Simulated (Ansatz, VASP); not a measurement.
# Two plane-wave programs on Be3Pd2S

INCAR

```
SYSTEM = Be3Pd2S
PREC = Accurate
ENCUT = 600
EDIFF = 1E-6
ISMEAR = 0
SIGMA = 0.1
LREAL = .FALSE.
LASPH = .TRUE.
NELM = 60
ALGO = Normal
ISIF = 3
LWAVE = .FALSE.
LCHARG = .FALSE.
GGA = PE
IBRION = 2
NSW = 90
EDIFFG = -0.04
```

Contents of KPOINTS:

```
regular mesh
0
G
  6 6 6
  0 0 0
```

Contents of POSCAR:

```
Be3Pd2S
1.0
    5.3209128100      0.0000000000      0.0000000000
   -2.6604564000      4.6080456600      0.0000000000
    0.0000000000      0.0000000000      2.8798459400
Be Pd S
3 2 1
Direct
    0.5000000000      0.0000000000      0.5000000000
    0.5000000000      0.5000000000      0.5000000000
    0.0000000000      0.5000000000      0.5000000000
    0.3333333300      0.6666666700      0.0000000000
    0.6666666700      0.3333333300      0.0000000000
    0.0000000000      0.0000000000      0.0000000000
```

Input for Ansatz:

```yaml
crystal:
  lattice:
    - [5.32091281, 0.0, 0.0]
    - [-2.6604564, 4.60804566, 0.0]
    - [0.0, 0.0, 2.87984594]
  atoms:
    - { symbol: Be, position: [0.5, 0.0, 0.5] }
    - { symbol: Be, position: [0.5, 0.5, 0.5] }
    - { symbol: Be, position: [0.0, 0.5, 0.5] }
    - { symbol: Pd, position: [0.33333333, 0.66666667, 0.0] }
    - { symbol: Pd, position: [0.66666667, 0.33333333, 0.0] }
    - { symbol: S, position: [0.0, 0.0, 0.0] }
basis:
  ecutwfc: 420
kpoints:
  mp_grid: { grid: [6, 6, 6] }
hamiltonian:
  xc: pbe
scf:
  occupations: { method: gaussian, width: 0.1 }
  lower_state_search: "off"
output:
  forces: true
  stress: true
  eigenvalues: true
relax:
  adjacent_minimum: "off"
  f_tol: 0.04
  max_steps: 70
  cell: { stress_tol: 0.4 }
```

Change from the starting cell: species swapped into the PrB2Ru3 type (P6/mmm, No. 191).

Alike in both runs: task relaxation of cell and atoms; functional PBE; k mesh 6 × 6 × 6; occupations gaussian, width 0.1 eV; no spin polarisation.

|  | VASP | Ansatz |
| --- | --- | --- |
| version | VASP 6.6.1 | Ansatz 0.2.0 |
| potentials or method | VASP PAW PBE potentials, release 64 (Be, Pd, S), cutoff 600 eV | scalar-relativistic, plane waves, PAW |
| valence electrons in the cell | 32 | 48 |

```csv
,VASP,Ansatz,Ansatz less VASP
"gap on the k mesh at the Fermi level, each at its own relaxed structure (eV)",none,none,-
relaxed volume (Å³/atom),13.05,13.06,+0.001
relaxed cell length with the largest relative difference (Å),3.717,3.705,-0.0115
```

A gap of «none» marks a metal or a gap that the smearing closes. VASP's potentials hold 32 valence electrons a cell and Ansatz's 48, so a difference there can come from the potentials and not from the codes.

The k mesh is coarse, so the values compare programs but aren't converged.
